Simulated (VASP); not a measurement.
Li3Mg, 4 atoms in the cell. Symmetry: Pm-3m, No. 221, cubic system. The conventional cell has a = 4.303 Å, b = 4.303 Å, c = 4.303 Å, α = 90.00°, β = 90.00°, γ = 90.00°. Within 4.0 Å of Li (site symmetry 4/mmm) lie 8 Li at 3.04 Å and 4 Mg at 3.04 Å. Mg (site symmetry m-3m) has 12 Li at 3.04 Å within 4.0 Å. 

* Program: VASP 6.6.1
* Task: relaxation of cell and atoms
* Functional: BLYP
* Dispersion: D3(BJ)
* Potentials or basis: VASP PAW PBE potentials, release 64 (Li_sv, Mg)
* Cutoff: 600 eV
* k mesh: 6 × 6 × 6
* Occupations: fermi-dirac, width 0.1 eV
* Spin: no spin polarisation
* Dipole correction: no
* Further INCAR settings: ALGO = Normal; EDIFF = 1e-07; IBRION = 2; EDIFFG = -0.01; NSW = 80; ISIF = 3

Potentials or basis: VASP PAW PBE potentials, release 64 (Li_sv, Mg).

Launch:

```bash
$ cat potpaw_PBE.64/Li_sv/POTCAR potpaw_PBE.64/Mg/POTCAR > POTCAR
$ mpirun -np 1 vasp_std > vasp.out
```

Hardware: 1 thread of Intel(R) Xeon(R) Platinum 8259CL CPU @ 2.50GHz (Skylake/Cascade Lake) (shared host).

Q: Estimate the wall time of this run.

A: Wall time 110 s on 1 thread of Intel(R) Xeon(R) Platinum 8259CL CPU @ 2.50GHz (Skylake/Cascade Lake) (shared host), peak memory 0.22 GiB. Counts: scf iterations 44, k points 20, ion steps 4.
